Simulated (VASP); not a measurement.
# CdSe (F-43m) in VASP: notebook

Aim: see how the results for CdSe move with the level of theory and the settings. Levels: r2SCAN, PBE. Tasks: single point.

All numbers are computed with VASP 6.6.1; they aren't measurements. Logs are shortened: lines on timing, memory, paths and dates and some standing lists are left out, and cuts for length are marked.

## Step 1: The cell of the first run

It takes space group F-43m (No. 216, cubic). The conventional cell has a = 6.136 Å, b = 6.136 Å, c = 6.136 Å, α = 90.00°, β = 90.00°, γ = 90.00°. Cd (site symmetry -43m) has 4 Se at 2.66 Å within 3.5 Å. Se (site symmetry -43m) has 4 Cd at 2.66 Å within 3.5 Å.

## Step 2: Single point, r2SCAN

POSCAR

```
CdSe
1.0
    0.0000000000      3.0678017003      3.0678017003
    3.0678017003      0.0000000000      3.0678017003
    3.0678017003      3.0678017003      0.0000000000
Cd Se
1 1
Direct
    0.0000000000      0.0000000000      0.0000000000
    0.7500000000      0.7500000000      0.7500000000
```

INCAR.step1

```
ALGO     = Normal         # electronic algorithm
EDIFF    = 1E-4           # SCF threshold, eV
ENCUT    = 520            # plane-wave cutoff, eV
GGA      = PE             # functional
ISMEAR   = 0              # smearing method
LASPH    = True           # aspherical terms in the spheres
LCHARG   = False          # write CHGCAR
LREAL    = False          # projectors in reciprocal space
LWAVE    = True           # write WAVECAR
NBANDS   = 16             # bands
NELM     = 60             # most SCF steps
PREC     = Accurate       # precision mode
SIGMA    = 0.01           # smearing width, eV
```

INCAR.step2

```
ALGO     = Normal         # electronic algorithm
EDIFF    = 1E-6           # SCF threshold, eV
ENCUT    = 520            # plane-wave cutoff, eV
ISIF     = 2              # what is computed and relaxed
ISMEAR   = 0              # smearing method
ISTART   = 1            
LASPH    = True           # aspherical terms in the spheres
LCHARG   = True           # write CHGCAR
LELF     = True           # ELF
LMIXTAU  = True         
LREAL    = False          # projectors in reciprocal space
LVHAR    = True         
LWAVE    = False          # write WAVECAR
METAGGA  = R2SCAN         # meta-GGA
NBANDS   = 16             # bands
NELM     = 60             # most SCF steps
PREC     = Accurate       # precision mode
SIGMA    = 0.01           # smearing width, eV
```

KPOINTS

```
k-points
0
Gamma
  6 6 6
```

Potentials or basis: VASP PAW PBE potentials, release 64 (Cd, Se).

Run with:

```bash
$ cat potpaw_PBE.64/Cd/POTCAR potpaw_PBE.64/Se/POTCAR > POTCAR
$ cp INCAR.step1 INCAR
$ mpirun -np 1 vasp_std > vasp.out
$ cp INCAR.step2 INCAR
$ mpirun -np 1 vasp_std > vasp.out
```

OUTCAR:

```text
EDIFF = 1E-6
   ENCUT = 520
   ISIF = 2
   ISMEAR = 0
   ISTART = 1
   LASPH = True
   LREAL = False
   METAGGA = R2SCAN
   NELM = 60
   PREC = Accurate

 ion  position               nearest neighbor table
   1  0.000  0.000  0.000-   2 2.66   2 2.66   2 2.66   2 2.66
   2  0.750  0.750  0.750-   1 2.66   1 2.66   1 2.66   1 2.66

  LATTYP: Found a face centered cubic cell.
 ALAT       =     6.1356034006

  Lattice vectors:

 A1 = (   0.0000000000,   3.0678017003,   3.0678017003)
 A2 = (   3.0678017003,   0.0000000000,   3.0678017003)
 A3 = (   3.0678017003,   3.0678017003,   0.0000000000)

Analysis of symmetry for initial positions (statically):
=====================================================================
 Subroutine PRICEL returns:
 Original cell was already a primitive cell.

 Routine SETGRP: Setting up the symmetry group for a
 face centered cubic supercell.

 Subroutine GETGRP returns: Found 24 space group operations
 (whereof 24 operations were pure point group operations)
 out of a pool of 48 trial point group operations.

The static configuration has the point symmetry T_d .

Analysis of symmetry for dynamics (positions and initial velocities):
=====================================================================
 Subroutine PRICEL returns:
 Original cell was already a primitive cell.

 Routine SETGRP: Setting up the symmetry group for a
 face centered cubic supercell.

 Subroutine GETGRP returns: Found 24 space group operations
 (whereof 24 operations were pure point group operations)
 out of a pool of 48 trial point group operations.

The dynamic configuration has the point symmetry T_d .

 Subroutine INISYM returns: Found 24 space group operations
 (whereof 24 operations are pure point group operations),
 and found     1 'primitive' translations

----------------------------------------------------------------------------------------

                                     Primitive cell

  volume of cell :      57.7447

  direct lattice vectors                    reciprocal lattice vectors
[... 70 lines left out ...]
   ISTART =      1    job   : 0-new  1-cont  2-samecut
   ICHARG =      0    charge: 1-file 2-atom 10-const
   ISPIN  =      1    spin polarized calculation?
   LNONCOLLINEAR =      F non collinear calculations
   LSORBIT =      F    spin-orbit coupling
   LASPH  =      T    aspherical Exc in radial PAW
   ENCUT  =  520.0 eV  38.22 Ry    6.18 a.u.   8.07  8.07  8.07*2*pi/ulx,y,z
   NELM   =     60;   NELMIN=  2; NELMDL=  0     # of ELM steps
   EDIFF  = 0.1E-05   stopping-criterion for ELM
   LREAL  =      F    real-space projection
   EDIFFG = 0.1E-04   stopping-criterion for IOM
   NSW    =      0    number of steps for IOM
   IBRION =     -1    ionic relax: 0-MD 1-quasi-New 2-CG
   NFREE  =      0    steps in history (QN), initial steepest desc. (CG)
   ISIF   =      2    stress and relaxation
   ISYM   =      2    0-nonsym 1-usesym 2-fastsym
   POTIM  = 0.5000    time-step for ionic-motion
   TEBEG  =    0.0;   TEEND  =   0.0 temperature during run
   PSTRESS=    0.0 pullay stress
   NELECT =      18.0000    total number of electrons
   NUPDOWN=      -1.0000    fix difference up-down
   EMIN   =  10.00;   EMAX   =-10.00  energy-range for DOS
   EFERMI =   0.00;   METHOD = LEGACY
   ISMEAR =     0;   SIGMA  =   0.01  broadening in eV -4-tet -1-fermi 0-gaus
   EFERMI_NEDOS =   21; number of points for ismear=-14 and -15
   IALGO  =     38    algorithm
   IMIX   =      4    mixing-type and parameters
     AMIX     =   0.40;   BMIX     =  1.00
     AMIX_MAG =   1.60;   BMIX_MAG =  1.00
  volume/ion in A,a.u.               =      28.87       194.84
  Fermi-wavevector in a.u.,A,eV,Ry     =   1.110014  2.097622 16.764155  1.232131
  Thomas-Fermi vector in A             =   2.246560
   LORBIT       =      0    0 simple, 1 ext, 2 COOP (PROOUT), +10 PAW based schemes
   METAGGA = R2SCAN    functional components
   LHFCALC =     F    Hartree Fock is set to
   AEXX    =    0.0000 exact exchange contribution
   IVDW    =     0    specifies the selected vdW correction
   LEPSILON=     F    determine dielectric tensor
   LRPA    =     F    only Hartree local field effects (RPA)
 non-spin polarized calculation
 Gauss-broadening in eV      SIGMA  =   0.01
  energy-cutoff  :      520.00
  volume of cell :       57.74
 maximum number of plane-waves:      1588
   NGX = 17   NGY = 17   NGZ = 17

 number of electron      18.0000008 magnetization

 Free energy of the ion-electron system (eV)
  ---------------------------------------------------
  ext. energy  EPLUGINS =         0.00000000
  ---------------------------------------------------
  free energy    TOTEN  =       -35.91299035 eV

  energy without entropy =      -35.91299035  energy(sigma->0) =      -35.91299035

 E-fermi :   0.5418     XC(G=0):  -9.3021

 val. band max:        0.4404018406   @ k =   0.0000   0.0000   0.0000
 cond. band min:       1.4663944870   @ k =   0.0000   0.0000   0.0000
 fundamental gap:      1.0259926464
 Fermi energy:         0.5418309848

 k-point     1 :       0.0000    0.0000    0.0000
  band No.  band energies     occupation
      1     -12.4302      2.00000
      2      -7.6446      2.00000
      3      -7.6446      2.00000
      4      -7.6446      2.00000
      5      -7.2722      2.00000
      6      -7.2722      2.00000
[... 281 lines left out ...]
      3      -7.4401      2.00000
      4      -7.3342      2.00000
      5      -7.2452      2.00000
      6      -6.8325      2.00000
[... 8 lines left out ...]
     15      13.8289      0.00000
     16      13.9892      0.00000

------------------------ aborting loop because EDIFF is reached ----------------------------------------

  FORCE on cell =-STRESS in cart. coord.  units (eV):
  Direction    XX          YY          ZZ          XY          YZ          ZX
  --------------------------------------------------------------------------------------
  -------------------------------------------------------------------------------------
  Total        0.0708362      0.0708362      0.0708362     -0.0000000     -0.0000000      0.0000000
  in kB        1.9654141      1.9654141      1.9654141     -0.0000000     -0.0000000      0.0000000
  external PRESSURE =       1.9654141 kB  Pullay stress =       0.0000000 kB

 VOLUME and BASIS-vectors are now :
 -----------------------------------------------------------------------------
  energy-cutoff  :      520.00
  volume of cell :       57.74
      direct lattice vectors                 reciprocal lattice vectors
     0.000000000  3.067801700  3.067801700    -0.162983155  0.162983155  0.162983155
     3.067801700  0.000000000  3.067801700     0.162983155 -0.162983155  0.162983155
     3.067801700  3.067801700  0.000000000     0.162983155  0.162983155 -0.162983155

 POSITION                                       TOTAL-FORCE (eV/Angst)
 -----------------------------------------------------------------------------------
      0.00000      0.00000      0.00000        -0.000000     -0.000000     -0.000000
      4.60170      4.60170      4.60170         0.000000      0.000000      0.000000
 -----------------------------------------------------------------------------------
    total drift:                                0.000004      0.000004      0.000004

  FREE ENERGIE OF THE ION-ELECTRON SYSTEM (eV)
  ---------------------------------------------------
  free  energy   TOTEN  =       -35.9129903482 eV

  energy  without entropy=      -35.9129903482  energy(sigma->0) =      -35.91299035
```

OUTCAR.step1:

```text
EDIFF = 1E-4
   ENCUT = 520
   GGA = PE
   ISMEAR = 0
   LASPH = True
[... 513 lines left out ...]
 -----------------------------------------------------------------------------------
      0.00000      0.00000      0.00000         0.000000      0.000000      0.000000
      4.60170      4.60170      4.60170        -0.000000     -0.000000     -0.000000
 -----------------------------------------------------------------------------------
    total drift:                                0.000000      0.000000      0.000000

  FREE ENERGIE OF THE ION-ELECTRON SYSTEM (eV)
  ---------------------------------------------------
  free  energy   TOTEN  =        -5.4850623857 eV

  energy  without entropy=       -5.4850623857  energy(sigma->0) =       -5.48506239
```

OSZICAR.step1:

```text
N       E                     dE             d eps       ncg     rms          rms(c)
DAV:   1     0.107526034201E+03    0.10753E+03   -0.87396E+03   512   0.100E+03
DAV:   2    -0.171793060336E+01   -0.10924E+03   -0.10296E+03   616   0.247E+02
DAV:   3    -0.584850870719E+01   -0.41306E+01   -0.41248E+01   656   0.502E+01
DAV:   4    -0.586581395434E+01   -0.17305E-01   -0.17304E-01   608   0.322E+00
DAV:   5    -0.586592746027E+01   -0.11351E-03   -0.11351E-03   672   0.228E-01    0.589E+00
DAV:   6    -0.550556366900E+01    0.36036E+00   -0.54550E-01   728   0.869E+00    0.471E+00
DAV:   7    -0.548383350030E+01    0.21730E-01   -0.14145E-01   576   0.250E+00    0.204E+00
DAV:   8    -0.548479172542E+01   -0.95823E-03   -0.13212E-02   552   0.138E+00    0.248E-01
DAV:   9    -0.548499468996E+01   -0.20296E-03   -0.14125E-03   584   0.476E-01    0.467E-02
DAV:  10    -0.548506238574E+01   -0.67696E-04   -0.14958E-04   544   0.154E-01
   1 F= -.54850624E+01 E0= -.54850624E+01  d E =-.191175E-12
```

Wall time 39 s (1 thread of Intel Xeon 6975P-C (Granite Rapids), shared host); peak memory 0.19 GiB.

What came out:

```
Free energy            : -35.9130 eV
Pressure               : 0.2 GPa
Band gap on the k mesh : 1.03 eV, direct
```

Levels at points of the mesh, in eV from the valence-band top:
```csv
k point,band 6,band 7,band 8,band 9,band 10,band 11,band 12,band 13
"(0.00, 0.00, 0.00)",-7.71,0.00,0.00,0.00,1.03,6.47,6.47,6.47
"(0.50, 0.00, 0.00)",-7.43,-4.27,-0.72,-0.72,2.82,6.92,6.92,7.74
"(0.50, 0.50, 0.00)",-7.36,-3.97,-1.80,-1.80,3.50,4.13,9.56,10.80
```

Caveat: the PAW data sets were made with another functional, which shifts forces and pressure a little.

## Step 3: Single point, PBE

INCAR

```
SYSTEM = CdSe
ALGO = Normal
EDIFF = 1E-6
ENCUT = 520
GGA = PE
ISIF = 2
ISMEAR = 0
LASPH = .TRUE.
LCHARG = .FALSE.
LREAL = .FALSE.
LWAVE = .FALSE.
NBANDS = 16
NELM = 100
PREC = Accurate
SIGMA = 0.01
```

KPOINTS

```
k-points
0
G
  8 8 8
  0 0 0
```

POSCAR is that of step 2.

Potentials or basis: VASP PAW PBE potentials, release 64 (Cd, Se).

Run with:

```bash
$ cat potpaw_PBE.64/Cd/POTCAR potpaw_PBE.64/Se/POTCAR > POTCAR
$ mpirun -np 1 vasp_std > vasp.out
```

It took 12 s on 1 thread of Intel Xeon 6975P-C (Granite Rapids), shared host; peak memory 0.19 GiB.

The run converged. Its results:

```yaml
Free_energy: -5.4890 eV
Pressure: 1.7 GPa
Band_gap_on_the_k_mesh: 0.55 eV, direct
```

Levels at points of the mesh, in eV from the valence-band top:
```tsv
k point	band 6	band 7	band 8	band 9	band 10	band 11	band 12	band 13
(0.00, 0.00, 0.00)	-7.50	0.00	0.00	0.00	0.55	5.93	5.93	5.93
(0.50, 0.00, 0.00)	-7.23	-4.24	-0.71	-0.71	2.36	6.44	6.44	7.35
(0.50, 0.50, 0.00)	-7.17	-3.96	-1.77	-1.77	3.19	3.73	8.99	10.06
```

A hybrid or GW would open this gap; PBE tends to underestimate it.
